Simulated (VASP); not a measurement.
# SnS2 in VASP: relaxation of the atoms with PBEsol

Aim: the relaxation of the atoms of SnS2 with PBEsol.

All numbers are computed with VASP 6.6.1; they aren't measurements. Logs are shortened: lines on timing, memory, paths and dates and some standing lists are left out, and cuts for length are marked.

### 1 The cell of the first run

The cell holds a slab with vacuum, 9 atoms: a = 3.651 Å, b = 3.651 Å, c = 30.065 Å, α = 90.00°, β = 90.00°, γ = 120.00°.

### 2 Relaxation of the atoms, PBEsol

INCAR reads:

```
PREC = Accurate ; ENCUT = 450
EDIFF = 1E-7 ; ISMEAR = 0
SIGMA = 0.05 ; LREAL = F
LASPH = T ; NELM = 120
ALGO = Normal ; ISIF = 2
LWAVE = F ; LCHARG = F
LDIPOL = T ; IDIPOL = 3
DIPOL = 0.5 0.5 0.500 ; GGA = PS
IBRION = 2 ; NSW = 80
EDIFFG = -0.02 ; GGA_COMPAT = F
NELMIN = 4 ; NELMDL = -8
KPAR = 4
```

KPOINTS reads:

```
regular mesh
0
Gamma
  9 9 1
```

POSCAR reads:

```
SnS2
1.0
    3.6513143057      0.0000000000      0.0000000000
   -1.8256571528      3.1621309459      0.0000000000
    0.0000000000      0.0000000000     30.0654175059
S Sn
6 3
Direct
    0.3333333333      0.6666666667      0.2494560403
    0.6666666667      0.3333333333      0.3474949147
    0.3333333333      0.6666666667      0.4509805628
    0.6666666667      0.3333333333      0.5490194372
    0.3333333333      0.6666666667      0.6525050853
    0.6666666667      0.3333333333      0.7505439597
    0.0000000000      0.0000000000      0.2984754775
    0.0000000000      0.0000000000      0.5000000000
    0.0000000000      0.0000000000      0.7015245225
```

Potentials or basis: VASP PAW PBE potentials, release 64 (S, Sn_d).

Run with:

```bash
$ cat potpaw_PBE.64/S/POTCAR potpaw_PBE.64/Sn_d/POTCAR > POTCAR
$ mpirun -np 4 vasp_std > vasp.out
```

OUTCAR:

```text
PREC = Accurate
   ENCUT = 450
   EDIFF = 1E-7
   ISMEAR = 0
   LREAL = F
   LASPH = T
   NELM = 120
   ISIF = 2
   GGA = PS
   IBRION = 2
   NSW = 80
   EDIFFG = -0.02
   NELMIN = 4
   NELMDL = -8

 ion  position               nearest neighbor table
   1  0.333  0.667  0.249-   7 2.57   7 2.57   7 2.57
   2  0.667  0.333  0.347-   7 2.57   7 2.57   7 2.57
   3  0.333  0.667  0.451-   8 2.57   8 2.57   8 2.57
   4  0.667  0.333  0.549-   8 2.57   8 2.57   8 2.57
   5  0.333  0.667  0.653-   9 2.57   9 2.57   9 2.57
   6  0.667  0.333  0.751-   9 2.57   9 2.57   9 2.57
   7  0.000  0.000  0.298-   1 2.57   2 2.57   1 2.57   2 2.57   2 2.57   1 2.57
   8  0.000  0.000  0.500-   3 2.57   4 2.57   3 2.57   4 2.57   4 2.57   3 2.57
   9  0.000  0.000  0.702-   5 2.57   6 2.57   5 2.57   6 2.57   6 2.57   5 2.57

  LATTYP: Found a hexagonal cell.
 ALAT       =     3.6513143057
 C/A-ratio  =     8.2341357081

  Lattice vectors:

 A1 = (   3.6513143057,   0.0000000000,   0.0000000000)
 A2 = (  -1.8256571528,   3.1621309459,   0.0000000000)
 A3 = (   0.0000000000,   0.0000000000,  30.0654175059)

Analysis of symmetry for initial positions (statically):
=====================================================================
 Subroutine PRICEL returns:
 Original cell was already a primitive cell.

 Routine SETGRP: Setting up the symmetry group for a
 hexagonal supercell.

 Subroutine GETGRP returns: Found 12 space group operations
 (whereof 12 operations were pure point group operations)
 out of a pool of 24 trial point group operations.

The static configuration has the point symmetry D_3d.

Analysis of symmetry for dynamics (positions and initial velocities):
=====================================================================
 Subroutine PRICEL returns:
 Original cell was already a primitive cell.

 Routine SETGRP: Setting up the symmetry group for a
 hexagonal supercell.

 Subroutine GETGRP returns: Found 12 space group operations
 (whereof 12 operations were pure point group operations)
 out of a pool of 24 trial point group operations.

The dynamic configuration has the point symmetry D_3d.

 Subroutine INISYM returns: Found 12 space group operations
 (whereof 12 operations are pure point group operations),
 and found     1 'primitive' translations

----------------------------------------------------------------------------------------

                                     Primitive cell

  volume of cell :     347.1333

  direct lattice vectors                    reciprocal lattice vectors
     3.651314306  0.000000000  0.000000000     0.273873985  0.158121219  0.000000000
    -1.825657153  3.162130946  0.000000000     0.000000000  0.316242438  0.000000000
     0.000000000  0.000000000 30.065417506     0.000000000  0.000000000  0.033260805

  length of vectors
     3.651314306  3.651314306 30.065417506     0.316242438  0.316242438  0.033260805

  position of ions in fractional coordinates (direct lattice)
     0.333333333  0.666666667  0.249456040
     0.666666667  0.333333333  0.347494915
     0.333333333  0.666666667  0.450980563
     0.666666667  0.333333333  0.549019437
     0.333333333  0.666666667  0.652505085
     0.666666667  0.333333333  0.750543960
     0.000000000  0.000000000  0.298475477
     0.000000000  0.000000000  0.500000000
     0.000000000  0.000000000  0.701524523

  ion indices of the primitive-cell ions
   primitive index   ion index
                 1           1
                 2           2
                 3           3
                 4           4
                 5           5
                 6           6
                 7           7
                 8           8
                 9           9

----------------------------------------------------------------------------------------

 KPOINTS: regular mesh

Automatic generation of k-mesh.
 Grid dimensions read from file:
 generate k-points for:    9    9    1

 Generating k-lattice:

  Cartesian coordinates                     Fractional coordinates (reciprocal lattice)
     0.030430443  0.017569024  0.000000000     0.111111111  0.000000000  0.000000000
     0.000000000  0.035138049  0.000000000     0.000000000  0.111111111  0.000000000
     0.000000000  0.000000000  0.033260805     0.000000000  0.000000000  1.000000000

  Length of vectors
     0.035138049  0.035138049  0.033260805

  Shift w.r.t. Gamma in fractional coordinates (k-lattice)
     0.000000000  0.000000000  0.000000000

 Subroutine IBZKPT returns following result:
 ===========================================

 Found     12 irreducible k-points:

 Following reciprocal coordinates:
            Coordinates               Weight
  0.000000  0.000000  0.000000      1.000000
  0.111111  0.000000  0.000000      6.000000
  0.222222 -0.000000  0.000000      6.000000
  0.333333  0.000000  0.000000      6.000000
  0.444444 -0.000000  0.000000      6.000000
  0.111111  0.111111  0.000000      6.000000
  0.222222  0.111111  0.000000     12.000000
  0.333333  0.111111  0.000000     12.000000
  0.444444  0.111111  0.000000      6.000000
  0.222222  0.222222  0.000000      6.000000
  0.333333  0.222222  0.000000     12.000000
  0.333333  0.333333  0.000000      2.000000
   k-points           NKPTS =     12   k-points in BZ     NKDIM =     12   number of bands    NBANDS=     46
   number of dos      NEDOS =    301   number of ions     NIONS =      9
   total plane-waves  NPLWV = 164640
   dimension x,y,z NGX =    28 NGY =   28 NGZ =  210
   dimension x,y,z NGXF=    56 NGYF=   56 NGZF=  420
   ions per type =               6   3
   NGX,Y,Z   is equivalent  to a cutoff of  12.75, 12.75, 11.61 a.u.
   NGXF,Y,Z  is equivalent  to a cutoff of  25.50, 25.50, 23.22 a.u.
 SYSTEM =  unknown system
   PREC   = accura    normal or accurate (medium, high low for compatibility)
   ISTART =      0    job   : 0-new  1-cont  2-samecut
   ICHARG =      2    charge: 1-file 2-atom 10-const
   ISPIN  =      1    spin polarized calculation?
   LNONCOLLINEAR =      F non collinear calculations
   LSORBIT =      F    spin-orbit coupling
   LASPH  =      T    aspherical Exc in radial PAW
   ENCUT  =  450.0 eV  33.07 Ry    5.75 a.u.   6.32  6.32 52.00*2*pi/ulx,y,z
   NELM   =    120;   NELMIN=  4; NELMDL= -8     # of ELM steps
   EDIFF  = 0.1E-06   stopping-criterion for ELM
   LREAL  =      F    real-space projection
   EDIFFG = -.2E-01   stopping-criterion for IOM
   NSW    =     80    number of steps for IOM
   IBRION =      2    ionic relax: 0-MD 1-quasi-New 2-CG
   NFREE  =      1    steps in history (QN), initial steepest desc. (CG)
   ISIF   =      2    stress and relaxation
   ISYM   =      2    0-nonsym 1-usesym 2-fastsym
   POTIM  = 0.5000    time-step for ionic-motion
   TEBEG  =    0.0;   TEEND  =   0.0 temperature during run
   PSTRESS=    0.0 pullay stress
   NELECT =      78.0000    total number of electrons
   NUPDOWN=      -1.0000    fix difference up-down
   EMIN   =  10.00;   EMAX   =-10.00  energy-range for DOS
   EFERMI =   0.00;   METHOD = LEGACY
   ISMEAR =     0;   SIGMA  =   0.05  broadening in eV -4-tet -1-fermi 0-gaus
   EFERMI_NEDOS =   21; number of points for ismear=-14 and -15
   IALGO  =     38    algorithm
   IMIX   =      4    mixing-type and parameters
     AMIX     =   0.40;   BMIX     =  1.00
     AMIX_MAG =   1.60;   BMIX_MAG =  1.00
  volume/ion in A,a.u.               =      38.57       260.29
  Fermi-wavevector in a.u.,A,eV,Ry     =   0.995270  1.880788 13.477420  0.990562
  Thomas-Fermi vector in A             =   2.127279
   LORBIT       =      0    0 simple, 1 ext, 2 COOP (PROOUT), +10 PAW based schemes
   GGA     = PS    functional components
   LHFCALC =     F    Hartree Fock is set to
   AEXX    =    0.0000 exact exchange contribution
   IVDW    =     0    specifies the selected vdW correction
   LEPSILON=     F    determine dielectric tensor
   LRPA    =     F    only Hartree local field effects (RPA)
 conjugate gradient relaxation of ions
 non-spin polarized calculation
 Gauss-broadening in eV      SIGMA  =   0.05
  energy-cutoff  :      450.00
  volume of cell :      347.13
 maximum number of plane-waves:      7593
 NGX is ok and might be reduce to    28
   NGX = 13   NGY = 13   NGZ =105

 dipolmoment           0.000000      0.000000      0.000000 electrons x Angstroem

 number of electron      78.0000023 magnetization

 dipolmoment           0.000000      0.000000     -0.000000 electrons x Angstroem

 Free energy of the ion-electron system (eV)
  ---------------------------------------------------
  ext. energy  EPLUGINS =         0.00000000
  ---------------------------------------------------
  free energy    TOTEN  =       -42.78452398 eV

  energy without entropy =      -42.78452398  energy(sigma->0) =      -42.78452398

 E-fermi :   0.0767     XC(G=0):  -6.0961

 val. band max:       -0.1429212772   @ k =   0.1111   0.0000   0.0000
 cond. band min:       1.3631912224   @ k =   0.4444  -0.0000   0.0000
 fundamental gap:      1.5061124996
 Fermi energy:         0.0766785621

 k-point     1 :       0.0000    0.0000    0.0000
  band No.  band energies     occupation
      1     -20.8539      2.00000
      2     -20.8539      2.00000
      3     -20.8539      2.00000
      4     -20.8539      2.00000
      5     -20.8521      2.00000
      6     -20.8521      2.00000
[... 38 lines left out ...]
     45       3.5828      0.00000
     46       5.1638      0.00000

 k-point     2 :       0.1111    0.0000    0.0000
  band No.  band energies     occupation
      1     -20.8617      2.00000
      2     -20.8617      2.00000
      3     -20.8599      2.00000
      4     -20.8465      2.00000
      5     -20.8465      2.00000
      6     -20.8447      2.00000
[... 482 lines left out ...]
 k-point    12 :       0.3333    0.3333    0.0000
  band No.  band energies     occupation
      1     -20.8772      2.00000
      2     -20.8772      2.00000
      3     -20.8771      2.00000
      4     -20.8771      2.00000
      5     -20.8755      2.00000
      6     -20.8755      2.00000
[... 38 lines left out ...]
     45       5.9646      0.00000
     46       5.9646      0.00000

------------------------ aborting loop because EDIFF is reached ----------------------------------------

 vacuum level on the upper side and lower side of the slab       (xc-potential included)        -0.071        -0.071

  FORCE on cell =-STRESS in cart. coord.  units (eV):
  Direction    XX          YY          ZZ          XY          YZ          ZX
  --------------------------------------------------------------------------------------
  -------------------------------------------------------------------------------------
  Total       -0.1966648     -0.1966648     -0.0867660     -0.0000000      0.0000000      0.0000000
  in kB       -0.9076971     -0.9076971     -0.4004642     -0.0000000      0.0000000      0.0000000
  external PRESSURE =      -0.7386195 kB  Pullay stress =       0.0000000 kB

 VOLUME and BASIS-vectors are now :
 -----------------------------------------------------------------------------
  energy-cutoff  :      450.00
  volume of cell :      347.13
      direct lattice vectors                 reciprocal lattice vectors
     3.651314306  0.000000000  0.000000000     0.273873985  0.158121219  0.000000000
    -1.825657153  3.162130946  0.000000000     0.000000000  0.316242438  0.000000000
     0.000000000  0.000000000 30.065417506     0.000000000  0.000000000  0.033260805

 POSITION                                       TOTAL-FORCE (eV/Angst)
 -----------------------------------------------------------------------------------
     -0.00000      2.10809      7.50000         0.000000     -0.000000      0.013130
      1.82566      1.05404     10.44758        -0.000000     -0.000000     -0.000368
     -0.00000      2.10809     13.55892        -0.000000      0.000000     -0.001581
      1.82566      1.05404     16.50650         0.000000     -0.000000      0.001581
     -0.00000      2.10809     19.61784         0.000000      0.000000      0.000368
      1.82566      1.05404     22.56542        -0.000000      0.000000     -0.013130
      0.00000      0.00000      8.97379         0.000000     -0.000000     -0.014188
      0.00000      0.00000     15.03271         0.000000     -0.000000      0.000000
      0.00000      0.00000     21.09163         0.000000      0.000000      0.014188
 -----------------------------------------------------------------------------------
    total drift:                                0.000000      0.000000     -0.000000

  FREE ENERGIE OF THE ION-ELECTRON SYSTEM (eV)
  ---------------------------------------------------
  free  energy   TOTEN  =       -42.7845239761 eV

  energy  without entropy=      -42.7845239761  energy(sigma->0) =      -42.78452398

 reached required accuracy - stopping structural energy minimisation

 vacuum level on the upper side and lower side of the slab         6.510         6.510
```

Wall time 88 s (4 MPI ranks of Intel Xeon Platinum 8488C (Sapphire Rapids), shared host); peak memory 0.48 GiB.

What came out:

* Free energy: -42.7845 eV
* Largest force after relaxing: 0.014 eV/Å
* Band gap on the k mesh: 1.51 eV (least direct gap 1.71 eV)

Forces in eV/Å, atoms in the order of the input:
```
S    0.000  0.000  0.013
S    0.000  0.000  0.000
S    0.000  0.000 -0.002
S    0.000  0.000  0.002
S    0.000  0.000  0.000
S    0.000  0.000 -0.013
Sn   0.000  0.000 -0.014
Sn   0.000  0.000  0.000
Sn   0.000  0.000  0.014
```

Final structure:
```
S Sn
1.0
     3.65131    0.00000    0.00000
    -1.82566    3.16213    0.00000
     0.00000    0.00000   30.06542
S Sn
6 3
Direct
  0.33333 0.66667 0.24946
  0.66667 0.33333 0.34749
  0.33333 0.66667 0.45098
  0.66667 0.33333 0.54902
  0.33333 0.66667 0.65251
  0.66667 0.33333 0.75054
  0.00000 0.00000 0.29848
  0.00000 0.00000 0.50000
  0.00000 0.00000 0.70152
```

Caveat: the relaxation stopped at its first step, so nothing moved; the PAW data sets were made with another functional, which shifts forces and pressure a little; spin-orbit coupling is left out, which moves the levels of the heavy elements.
